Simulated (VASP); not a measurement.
# Sc2AlP3 (P-6m2) in VASP: further runs

Sc2AlP3 is run at these levels: PBE; tasks: relaxation of cell and atoms, single point.

Everything below comes from runs of VASP 6.6.1. Logs are shortened: lines on timing, memory, paths and dates and some standing lists are left out, and cuts for length are marked.

### Step 1. The cell of the first run

Symmetry: P-6m2, No. 187, hexagonal system. Conventional cell: a = 4.051 Å, b = 4.051 Å, c = 7.572 Å, α = 90.00°, β = 90.00°, γ = 120.00°. Sc (site symmetry 3m) has 3 Al at 2.94 Å and 9 P at 2.94 to 3.08 Å and 8 Sc at 3.57 to 4.05 Å within 4.1 Å. Within 3.1 Å of Al (site symmetry -6m2) lie 3 P at 2.34 Å and 6 Sc at 2.94 Å. Within 3.1 Å of P (site symmetry -6m2) lie 3 P at 2.34 Å and 6 Sc at 3.08 Å. Within 3.1 Å of P (site symmetry -6m2) lie 3 Al at 2.34 Å and 6 Sc at 2.94 Å. P (site symmetry -6m2) has 3 P at 2.34 Å and 6 Sc at 3.08 Å within 3.1 Å.

The cell was generated, and may not be a known phase.

### Step 2. Relaxation of cell and atoms, PBE

File INCAR:

```
PREC = Accurate
ENCUT = 600
EDIFF = 1E-6
ISMEAR = 0
SIGMA = 0.1
LREAL = F
LASPH = T
NELM = 100
ALGO = Normal
ISIF = 3
LWAVE = F
LCHARG = F
GGA = PE
IBRION = 2
NSW = 90
EDIFFG = -0.04
```

File KPOINTS:

```
Automatic mesh
0
Gamma
  6 6 2
```

File POSCAR:

```
Sc2AlP3
1.0
    4.0510138900      0.0000000000      0.0000000000
   -2.0255069400      3.5082809400      0.0000000000
    0.0000000000      0.0000000000      7.5716361900
Sc Al P
2 1 3
Direct
    0.6666666700      0.3333333300      0.2354539900
    0.6666666700      0.3333333300      0.7645460100
    0.0000000000      0.0000000000      0.0000000000
    0.0000000000      0.0000000000      0.5000000000
    0.3333333300      0.6666666700      0.0000000000
    0.3333333300      0.6666666700      0.5000000000
```

Potentials or basis: VASP PAW PBE potentials, release 64 (Sc_sv, Al, P).

Command:

```bash
$ cat potpaw_PBE.64/Sc_sv/POTCAR potpaw_PBE.64/Al/POTCAR potpaw_PBE.64/P/POTCAR > POTCAR
$ mpirun -np 1 vasp_std > vasp.out
```

OUTCAR:

```text
PREC = Accurate
   ENCUT = 600
   EDIFF = 1E-6
   ISMEAR = 0
   LREAL = F
   LASPH = T
   NELM = 100
   ISIF = 3
   GGA = PE
   IBRION = 2
   NSW = 90
   EDIFFG = -0.04

 ion  position               nearest neighbor table
   1  0.667  0.333  0.235-   3 2.94   5 2.94   5 2.94   3 2.94   3 2.94   5 2.94   4 3.08   6 3.08
                             6 3.08   4 3.08   4 3.08   6 3.08
   2  0.667  0.333  0.765-   3 2.94   5 2.94   5 2.94   3 2.94   3 2.94   5 2.94   4 3.08   6 3.08
                             6 3.08   4 3.08   4 3.08   6 3.08
   3  0.000  0.000  0.000-   5 2.34   5 2.34   5 2.34   1 2.94   2 2.94   2 2.94   1 2.94   2 2.94
                             1 2.94
   4  0.000  0.000  0.500-   6 2.34   6 2.34   6 2.34   1 3.08   2 3.08   2 3.08   1 3.08   2 3.08
                             1 3.08
   5  0.333  0.667  0.000-   3 2.34   3 2.34   3 2.34   1 2.94   2 2.94   1 2.94   2 2.94   1 2.94
                             2 2.94
   6  0.333  0.667  0.500-   4 2.34   4 2.34   4 2.34   1 3.08   2 3.08   1 3.08   2 3.08   1 3.08
                             2 3.08

  LATTYP: Found a hexagonal cell.
 ALAT       =     4.0510138900
 C/A-ratio  =     1.8690718905

  Lattice vectors:

 A1 = (   4.0510138900,   0.0000000000,   0.0000000000)
 A2 = (  -2.0255069400,   3.5082809400,   0.0000000000)
 A3 = (   0.0000000000,   0.0000000000,   7.5716361900)

Analysis of symmetry for initial positions (statically):
=====================================================================
 Subroutine PRICEL returns:
 Original cell was already a primitive cell.

 Routine SETGRP: Setting up the symmetry group for a
 hexagonal supercell.

 Subroutine GETGRP returns: Found 12 space group operations
 (whereof 12 operations were pure point group operations)
 out of a pool of 24 trial point group operations.

The static configuration has the point symmetry D_3h.

Analysis of symmetry for dynamics (positions and initial velocities):
=====================================================================
 Subroutine PRICEL returns:
 Original cell was already a primitive cell.

 Routine SETGRP: Setting up the symmetry group for a
 hexagonal supercell.

 Subroutine GETGRP returns: Found 12 space group operations
 (whereof 12 operations were pure point group operations)
 out of a pool of 24 trial point group operations.

The dynamic configuration has the point symmetry D_3h.

 Subroutine INISYM returns: Found 12 space group operations
 (whereof 12 operations are pure point group operations),
 and found     1 'primitive' translations

----------------------------------------------------------------------------------------

                                     Primitive cell

  volume of cell :     107.6088

  direct lattice vectors                    reciprocal lattice vectors
     4.051013890  0.000000000  0.000000000     0.246851783  0.142519943  0.000000000
    -2.025506940  3.508280940  0.000000000     0.000000000  0.285039886  0.000000000
     0.000000000  0.000000000  7.571636190     0.000000000  0.000000000  0.132071850

  length of vectors
     4.051013890  4.051013888  7.571636190     0.285039886  0.285039886  0.132071850

  position of ions in fractional coordinates (direct lattice)
     0.666666670  0.333333330  0.235453990
     0.666666670  0.333333330  0.764546010
     0.000000000  0.000000000  0.000000000
     0.000000000  0.000000000  0.500000000
     0.333333330  0.666666670  0.000000000
     0.333333330  0.666666670  0.500000000

  ion indices of the primitive-cell ions
   primitive index   ion index
                 1           1
                 2           2
                 3           3
                 4           4
                 5           5
                 6           6

----------------------------------------------------------------------------------------

 KPOINTS: Automatic mesh

Automatic generation of k-mesh.
 Grid dimensions read from file:
 generate k-points for:    6    6    2

 Generating k-lattice:

[... 45 lines left out ...]
   EFERMI_NEDOS =   21; number of points for ismear=-14 and -15
   IALGO  =     38    algorithm
   IMIX   =      4    mixing-type and parameters
     AMIX     =   0.40;   BMIX     =  1.00
     AMIX_MAG =   1.60;   BMIX_MAG =  1.00
  volume/ion in A,a.u.               =      17.93       121.03
  Fermi-wavevector in a.u.,A,eV,Ry     =   1.177097  2.224391 18.851649  1.385557
  Thomas-Fermi vector in A             =   2.313449
   LORBIT       =      0    0 simple, 1 ext, 2 COOP (PROOUT), +10 PAW based schemes
   GGA     = PE    functional components
   LHFCALC =     F    Hartree Fock is set to
   AEXX    =    0.0000 exact exchange contribution
   IVDW    =     0    specifies the selected vdW correction
   LEPSILON=     F    determine dielectric tensor
   LRPA    =     F    only Hartree local field effects (RPA)
 conjugate gradient relaxation of ions
 non-spin polarized calculation
 Gauss-broadening in eV      SIGMA  =   0.10
  energy-cutoff  :      600.00
  volume of cell :      107.61
 maximum number of plane-waves:      3612
   NGX = 17   NGY = 17   NGZ = 31

--------------------------------------- Ionic step        1  -------------------------------------------

 number of electron      40.0000001 magnetization

 Free energy of the ion-electron system (eV)
  ---------------------------------------------------
  ext. energy  EPLUGINS =         0.00000000
  ---------------------------------------------------
  free energy    TOTEN  =       -35.01924911 eV

  energy without entropy =      -35.00744789  energy(sigma->0) =      -35.01334850

------------------------ aborting loop because EDIFF is reached ----------------------------------------

  FORCE on cell =-STRESS in cart. coord.  units (eV):
  Direction    XX          YY          ZZ          XY          YZ          ZX
  --------------------------------------------------------------------------------------
  -------------------------------------------------------------------------------------
  Total        0.0933690      0.0933690     -3.8689634      0.0000000      0.0000000     -0.0000000
  in kB        1.3901618      1.3901618    -57.6046272      0.0000000      0.0000000     -0.0000000
  external PRESSURE =     -18.2747679 kB  Pullay stress =       0.0000000 kB
[... 101 lines left out ...]
  FREE ENERGIE OF THE ION-ELECTRON SYSTEM (eV)
  ---------------------------------------------------
  free  energy   TOTEN  =       -35.2810053085 eV

  energy  without entropy=      -35.2628207028  energy(sigma->0) =      -35.27191301

[... ionic steps 4 to 13 ...]

--------------------------------------- Ionic step       14  -------------------------------------------

 number of electron      40.0000005 magnetization

------------------------ aborting loop because EDIFF is reached ----------------------------------------

  FORCE on cell =-STRESS in cart. coord.  units (eV):
  Direction    XX          YY          ZZ          XY          YZ          ZX
  --------------------------------------------------------------------------------------
  -------------------------------------------------------------------------------------
  Total       -0.3539697     -0.3539697     -0.7098571     -0.0000000      0.0000000      0.0000000
  in kB       -5.3775536     -5.3775536    -10.7842428     -0.0000000      0.0000000      0.0000000
  external PRESSURE =      -7.1797834 kB  Pullay stress =       0.0000000 kB
[... 65 lines left out ...]
  energy  without entropy=      -35.4061913707  energy(sigma->0) =      -35.41307596

--------------------------------------- Ionic step       16  -------------------------------------------

 number of electron      40.0000006 magnetization

 Free energy of the ion-electron system (eV)
  ---------------------------------------------------
  ext. energy  EPLUGINS =         0.00000000
  ---------------------------------------------------
  free energy    TOTEN  =       -35.42106615 eV

  energy without entropy =      -35.40743120  energy(sigma->0) =      -35.41424867

 E-fermi :   7.7307     XC(G=0): -10.6424

 val. band max:        7.7171537315   @ k =   0.1667   0.1667   0.5000
 cond. band min:       7.7456956394   @ k =   0.0000   0.0000   0.0000
 fundamental gap:      0.0285419079
 Fermi energy:         7.7307289781

 k-point     1 :       0.0000    0.0000    0.0000
  band No.  band energies     occupation
      1     -42.4348      2.00000
      2     -42.4229      2.00000
      3     -21.1618      2.00000
      4     -21.0798      2.00000
      5     -21.0798      2.00000
      6     -21.0632      2.00000
[... 400 lines left out ...]
  FREE ENERGIE OF THE ION-ELECTRON SYSTEM (eV)
  ---------------------------------------------------
  free  energy   TOTEN  =       -35.4210661476 eV

  energy  without entropy=      -35.4074312020  energy(sigma->0) =      -35.41424867

 reached required accuracy - stopping structural energy minimisation
```

Run time: 4 min. Hardware: 1 thread of Intel Xeon Platinum 8559C (Emerald Rapids), shared host; peak memory 0.27 GiB.

What came out:

```yaml
Free_energy: -35.4211 eV
Relaxed_volume: 17.40 Å³/atom
Relaxed_cell: a = 4.050 Å, b = 4.050 Å, c = 7.349 Å, α = 90.00°, β = 90.00°, γ = 120.00°
Space_group_after_relaxing_to_0.1_Å: P-6m2 (No. 187)
Energy_gained_by_relaxing: 67.0 meV/atom
Ionic_steps: 16
Pressure_after_relaxing: 0.1 GPa
Largest_force_after_relaxing: 0.034 eV/Å
Band_gap_on_the_k_mesh: zero (bands 20 and 21 overlap by 1.77 eV)
```

Forces on the atoms (eV/Å):
```
Sc   0.000  0.000  0.034
Sc   0.000  0.000 -0.034
Al   0.000  0.000  0.000
P    0.000  0.000  0.000
P    0.000  0.000  0.000
P    0.000  0.000  0.000
```

Step by step:
```
step  energy change (eV)  largest force (eV/Å)  pressure (GPa)  volume (Å³)
   1              0.0000                0.9958           -1.83       107.61
   2             -0.1739                0.8705           -0.35       104.42
   3             -0.2618                0.5427            2.66       100.06
   4             -0.3261                0.3144           -0.75       103.46
   5             -0.3267                0.2922           -1.10       103.83
   6             -0.3551                0.1305           -0.32       103.01
   7             -0.3621                0.0049            0.40       102.45
   8             -0.3622                0.0200            0.51       102.37
   9             -0.3745                0.0053           -0.03       103.35
  10             -0.3936                0.1229           -1.32       106.23
  11             -0.3944                0.0812           -0.94       105.22
  12             -0.3955                0.0986           -1.09       105.61
  13             -0.3986                0.1006           -0.74       105.47
  14             -0.3986                0.1011           -0.72       105.46
  15             -0.4007                0.0746           -0.40       105.03
  16             -0.4018                0.0336            0.07       104.39
```

Final structure:
```yaml
crystal:
  lattice:
    - [4.04986, 0.00000, 0.00000]
    - [-2.02493, 3.50729, 0.00000]
    - [0.00000, 0.00000, 7.34937]
  atoms:
    - { symbol: Sc, position: [0.66667, 0.33333, 0.27890] }
    - { symbol: Sc, position: [0.66667, 0.33333, 0.72110] }
    - { symbol: Al, position: [0.00000, 0.00000, 0.00000] }
    - { symbol: P, position: [0.00000, 0.00000, 0.50000] }
    - { symbol: P, position: [0.33333, 0.66667, 0.00000] }
    - { symbol: P, position: [0.33333, 0.66667, 0.50000] }
```

Levels at points of the mesh, in eV from the Fermi level:
```
           k point  band 16  band 17  band 18  band 19  band 20  band 21  band 22  band 23  band 24
(0.00, 0.00, 0.00)    -3.46    -3.07    -2.22    -2.22    -1.38    -0.77     0.01     0.01     0.65
(0.50, 0.00, 0.00)    -4.17    -3.86    -2.53    -1.18     0.54     0.99     1.00     1.22     1.76
(0.00, 0.00, 0.50)    -3.58    -3.58    -2.17    -2.17    -0.88    -0.17    -0.17    -0.12     0.95
(0.50, 0.00, 0.50)    -3.87    -3.66    -3.34    -1.37    -1.10     1.04     1.08     1.31     1.45
```

Caveat: the k points lie up to 0.43 Å⁻¹ apart in the final cell, too coarse for converged energies and pressures of a metal.

[end of part 1 of 2]

The gap in the log of VASP goes by the Fermi energy; the results here count the filled bands.